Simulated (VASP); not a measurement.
Set up this calculation in VASP 6.6.1, as the native input.

```yaml
Task: single point
Functional: PBE0
Potentials_or_basis: VASP PAW PBE potentials, release 64 (B, La, Ir)
Cutoff: 520 eV
k_mesh: 3 × 3 × 2
Occupations: methfessel-paxton, width 0.0112 eV
Spin: no spin polarisation
Dipole_correction: no
Grid_for_exact_exchange_PRECFOCK: Fast
Further_INCAR_settings: ALGO = Normal; EDIFF = 1e-07; NBANDS = 32
Share_of_exact_exchange: 0.25
```

The system is LaBIr.

```
CELL_PARAMETERS angstrom
4.00966 0.00000 0.00000
0.00000 4.00966 0.00000
0.00000 0.00000 6.73958
ATOMIC_POSITIONS crystal
B 0.25000 0.25000 0.17500
B 0.75000 0.75000 0.82500
La 0.25000 0.25000 0.67900
La 0.75000 0.75000 0.32100
Ir 0.75000 0.25000 0.00000
Ir 0.25000 0.75000 0.00000
```

The input as run:

POSCAR

```
LaBIr
1.0
    4.0096580000      0.0000000000      0.0000000000
    0.0000000000      4.0096580000      0.0000000000
    0.0000000000      0.0000000000      6.7395760000
B La Ir
2 2 2
Direct
    0.2500000000      0.2500000000      0.1750000000
    0.7500000000      0.7500000000      0.8250000000
    0.2500000000      0.2500000000      0.6790000000
    0.7500000000      0.7500000000      0.3210000000
    0.7500000000      0.2500000000      0.0000000000
    0.2500000000      0.7500000000      0.0000000000
```

INCAR.step1

```
SYSTEM = LaBIr
ALGO = Normal
EDIFF = 1E-5
ENCUT = 520
GGA = PE
ISIF = 2
ISMEAR = 1
LASPH = .TRUE.
LCHARG = .FALSE.
LREAL = .FALSE.
LWAVE = .TRUE.
NBANDS = 32
NELM = 100
PREC = Accurate
SIGMA = 0.0112
```

INCAR.step2

```
SYSTEM = LaBIr
AEXX = 0.25
ALGO = Normal
EDIFF = 1E-7
ENCUT = 520
GGA = PE
ISIF = 2
ISMEAR = 1
ISTART = 1
LASPH = .TRUE.
LCHARG = .FALSE.
LHFCALC = .TRUE.
LREAL = .FALSE.
LWAVE = .FALSE.
NBANDS = 32
NELM = 100
PREC = Accurate
PRECFOCK = Fast
SIGMA = 0.0112
```

KPOINTS

```
k-points
0
G
  3 3 2
  0 0 0
```

Potentials or basis: VASP PAW PBE potentials, release 64 (B, La, Ir).

Command:

```console
$ cat potpaw_PBE.64/B/POTCAR potpaw_PBE.64/La/POTCAR potpaw_PBE.64/Ir/POTCAR > POTCAR
$ cp INCAR.step1 INCAR
$ mpirun -np 1 vasp_std > vasp.out
$ cp INCAR.step2 INCAR
$ mpirun -np 1 vasp_std > vasp.out
```

Results of the run:

| Property | Result |
| --- | --- |
| Pressure | -2.1 GPa |
| Largest force | 1.315 eV/Å |
| Band gap on the k mesh | zero (bands 23 and 24 overlap by 1.68 eV) |

Caveat: the k points lie up to 0.52 Å⁻¹ apart, too coarse for converged energies and pressures of a metal; the PAW data sets were made with another functional, which shifts forces and pressure a little; spin-orbit coupling is left out, which moves the levels of the heavy elements.

It took 12 min on 1 thread of Intel(R) Xeon(R) Platinum 8375C CPU @ 2.90GHz (Ice Lake), with other jobs on the host, peak memory 0.23 GiB.
